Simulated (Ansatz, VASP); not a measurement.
# One calculation of ZnS, two programs

```
Zn S
1.0
     3.80672    0.00000    0.00000
    -1.90336    3.29672    0.00000
     0.00000    0.00000   12.49147
Zn S
4 4
Direct
  0.33333 0.66667 0.00269
  0.33333 0.66667 0.50269
  0.66667 0.33333 0.25269
  0.66667 0.33333 0.75269
  0.33333 0.66667 0.18981
  0.33333 0.66667 0.68981
  0.66667 0.33333 0.43981
  0.66667 0.33333 0.93981
```

Alike in both runs: task single point; functional r2SCAN; k mesh 6 × 6 × 2; occupations gaussian, width 0.05 eV; no spin polarisation.

|  | VASP | Ansatz |
| --- | --- | --- |
| version | VASP 6.6.1 | Ansatz 0.2.0 |
| potentials or method | VASP PAW PBE potentials, release 64 (Zn, S), cutoff 520 eV | scalar-relativistic, plane waves, PAW |
| valence electrons in the cell | 72 | 72 |

|  | VASP | Ansatz | Ansatz less VASP |
| --- | --- | --- | --- |
| gap on the k mesh at the Fermi level (eV) | 2.79 | 2.78 | -0.010 |
| least direct gap on the mesh (eV) | 2.79 | 2.78 | -0.010 |
| pressure (GPa) | 0.0 | 0.0 | -0.05 |

VASP's potentials were made for PBE, not for r2SCAN.
